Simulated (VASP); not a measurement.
A run of VASP 6.6.1:

INCAR

```
SYSTEM = Sb
  PREC = Accurate
  ENCUT = 500
  EDIFF = 1E-6
  ISMEAR = -1
  SIGMA = 0.0982
  LREAL = .FALSE.
  LASPH = .TRUE.
  NELM = 120
  ALGO = Normal
  ISIF = 2
  LWAVE = .FALSE.
  LCHARG = .FALSE.
  GGA = PE
  NBANDS = 12
  GGA_COMPAT = .FALSE.
```

The input KPOINTS:

```
Automatic mesh
0
G
  9 9 9
  0 0 0
```

POSCAR

```
Sb
1.0
    2.1676895200      1.2515142900      3.8151760500
   -2.1676895200      1.2515142900      3.8151760500
    0.0000000000     -2.5030285800      3.8151760500
Sb
2
Direct
    0.7661900000      0.7661900000      0.7661900000
    0.2338100000      0.2338100000      0.2338100000
```

Potentials or basis: VASP PAW PBE potentials, release 64 (Sb).

Launch:

```bash
$ cat potpaw_PBE.64/Sb/POTCAR > POTCAR
$ mpirun -np 1 vasp_std > vasp.out
```

Hardware: 1 thread of Intel(R) Xeon(R) Platinum 8259CL CPU @ 2.50GHz (Skylake/Cascade Lake), on a shared host.

Task: Estimate the wall time of this run.

Result: It took 69 s on 1 thread of Intel(R) Xeon(R) Platinum 8259CL CPU @ 2.50GHz (Skylake/Cascade Lake) (shared host), peak memory 0.22 GiB. Counts: scf iterations 10, k points 85.
